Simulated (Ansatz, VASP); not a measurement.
**Ba in VASP and in Ansatz**

Contents of INCAR:

```
SYSTEM = Ba
PREC = Accurate ; ENCUT = 520
EDIFF = 1E-7 ; ISMEAR = 0
SIGMA = 0.15 ; LREAL = .False.
LASPH = .True. ; NELM = 100
ALGO = Fast ; ISIF = 2
LWAVE = .False. ; LCHARG = .True.
GGA = PE ; LELF = .True.
LVHAR = .True. ; NBANDS = 11
```

File KPOINTS:

```
regular mesh
0
Gamma
  14 14 14
  0 0 0
```

File POSCAR:

```
Ba
1.0
   -2.4906250000      2.4906250000      2.5000000000
    2.4906250000     -2.4906250000      2.5000000000
    2.5093750000      2.5093750000     -2.5000000000
Ba
1
Direct
    0.0000000000      0.0000000000      0.0000000000
```

Input for Ansatz:

```yaml
crystal:
  lattice:
    - [-2.490625, 2.490625, 2.5]
    - [2.490625, -2.490625, 2.5]
    - [2.509375, 2.509375, -2.5]
  atoms:
    - { symbol: Ba, position: [0.0, 0.0, 0.0] }
basis:
  ecutwfc: 420
kpoints:
  mp_grid: { grid: [14, 14, 14] }
hamiltonian:
  xc: pbe
scf:
  occupations: { method: gaussian, width: 0.15 }
output:
  forces: true
  stress: true
  eigenvalues: true
```

Change from the starting cell: strain +0.0075 x Voigt [0, 0, 0, 0, 0, 1], atoms carried along.

Alike in both runs: task single point; functional PBE; k mesh 14 × 14 × 14; occupations gaussian, width 0.15 eV; no spin polarisation.

```csv
,VASP,Ansatz
version,VASP 6.6.1,Ansatz 0.2.0
potentials or method,"VASP PAW PBE potentials, release 64 (Ba_sv), cutoff 520 eV","scalar-relativistic, plane waves, PAW"
valence electrons in the cell,10,10
```

```tsv
	VASP	Ansatz	Ansatz less VASP
gap on the k mesh at the Fermi level (eV)	none	none	-
pressure (GPa)	0.2	0.1	-0.05
traceless stress, the component that is largest in VASP (GPa)	-0.08	-0.08	0.000
```

A gap of «none» marks a metal or a gap that the smearing closes. With one functional, cell and mesh, what is left measures potentials, basis and numerics.

Neither program's run includes spin-orbit coupling.
